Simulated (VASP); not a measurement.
Here is a VASP 6.6.1 calculation.

File INCAR:

```
ALGO = Normal ; EDIFF = 1E-8
ENCUT = 520 ; GGA = CA
ISIF = 2 ; ISMEAR = -1
LASPH = True ; LCHARG = False
LEFG = True ; LREAL = False
LWAVE = False ; NBANDS = 13
NELM = 60 ; PREC = Accurate
SIGMA = 0.05
```

File KPOINTS:

```
k-points
0
Gamma
  14 14 14
```

The input POSCAR:

```
W
1.0
    0.0000000000      1.9885598007      1.9885598007
    1.9885598007      0.0000000000      1.9885598007
    1.9885598007      1.9885598007      0.0000000000
W
1
Direct
    0.0000000000      0.0000000000      0.0000000000
```

Potentials or basis: VASP PAW LDA potentials, release 64 (W_sv).

The run is started by

```bash
$ cat potpaw_LDA.64/W_sv/POTCAR > POTCAR
$ mpirun -np 1 vasp_std > vasp.out
```

What does it give for the pressure?

1.0 GPa.

Predict the band gap on the k mesh.

zero (band 7 reaches 14.40 eV, above the bottom of band 8 at 10.31 eV).

Caveat: without QUAD_EFG the Cq values of the log hold for a quadrupole moment of 1 mb, not for the nuclei; spin-orbit coupling is left out, which moves the levels of the heavy elements.
